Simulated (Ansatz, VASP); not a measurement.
## V in VASP and in Ansatz

POSCAR

```
V
1.0
   -1.5143500000      1.5143500000      1.5143500000
    1.5143500000     -1.5143500000      1.5143500000
    1.5143500000      1.5143500000     -1.5143500000
V
1
Direct
    0.0000000000      0.0000000000      0.0000000000
```

Contents of INCAR.step1:

```
SYSTEM = V
ALGO = Normal
EDIFF = 1E-5
ENCUT = 600
GGA = PE
ISMEAR = -1
ISPIN = 2
LASPH = .True.
LCHARG = .False.
LMAXMIX = 4
LORBIT = 11
LREAL = .False.
LWAVE = .True.
MAGMOM = 2
NBANDS = 16
NELM = 150
PREC = Accurate
SIGMA = 0.05
```

The input INCAR.step2:

```
SYSTEM = V
AEXX = 0.25
ALGO = Normal
EDIFF = 1E-7
EDIFFG = -0.01
ENCUT = 600
GGA = PS
HFSCREEN = 0.207
IBRION = 2
ISIF = 3
ISMEAR = -1
ISPIN = 2
ISTART = 1
LASPH = .True.
LCHARG = .False.
LHFCALC = .True.
LMAXMIX = 4
LORBIT = 11
LREAL = .False.
LWAVE = .False.
MAGMOM = 2
NELM = 150
NSW = 60
PREC = Accurate
PRECFOCK = Normal
SIGMA = 0.05
```

The input KPOINTS:

```
k-points
0
Gamma
  6 6 6
  0 0 0
```

Contents of input.yaml:

```yaml
crystal:
  lattice:
    - [-1.51435, 1.51435, 1.51435]
    - [1.51435, -1.51435, 1.51435]
    - [1.51435, 1.51435, -1.51435]
  atoms:
    - { symbol: V, position: [0.0, 0.0, 0.0], spin: 2.0 }
hamiltonian:
  xc:
    exchange: hjs_pbesol
    correlation: pbesol
    exx: { coeff: 0.25, omega: 0.207 }
  pseudopotentials: { kind: paw }
magnetization:
  spin_polarized: true
kpoints:
  mp_grid: { grid: [6, 6, 6] }
scf:
  occupations: { method: fermi_dirac, width: 0.05 }
output:
  forces: true
  stress: true
  write_density: true
  write_potential: true
  elf: true
  volumetric_format: npy
relax:
  f_tol: 0.01
  max_steps: 40
  cell: { stress_tol: 0.05 }
```

Alike in both runs: task relaxation of cell and atoms; functional PBEsol-based screened hybrid with a share of 0.25 of exact exchange and HFSCREEN = 0.207; k mesh 6 × 6 × 6; occupations fermi-dirac, width 0.05 eV; collinear spin.

```csv
,VASP,Ansatz
version,VASP 6.6.1,Ansatz 0.2.0
potentials or method,"VASP PAW PBE potentials, release 64 (V_sv)",Ansatz PAW
plane-wave cutoff (eV),600,420
valence electrons in the cell,13,13
```

VASP gave:

| Quantity | Value |
| --- | --- |
| gap on the k mesh at the Fermi level, each at its own relaxed structure (eV) | none |
| net moment per atom (μB) | 0.78 |
| size of the moment on the site where the two differ most (μB) | 0.67 |
| relaxed volume (Å³/atom) | 12.97 |
| relaxed length of the cell vector where the two differ most in proportion (Å) | 2.564 |

Question: Estimate Ansatz's values.

Answer: gap on the k mesh at the Fermi level, each at its own relaxed structure (eV): none; net moment per atom (μB): 0.78; size of the moment on the site where the two differ most (μB): 0.62; relaxed volume (Å³/atom): 12.95; relaxed length of the cell vector where the two differ most in proportion (Å): 2.562.

VASP's potentials were made for PBE, not for PBEsol-based screened hybrid. Site moments also hang on the region over which each program counts them. A gap of «none» marks a metal or a gap that the smearing closes.

The k mesh is coarse, so the values compare programs but aren't converged. Noted on Ansatz's run: the magnetic or orbital state may not be the lowest; the plane-wave basis is chosen anew once the cell has moved, so the energies of steps on either side of that aren't comparable.
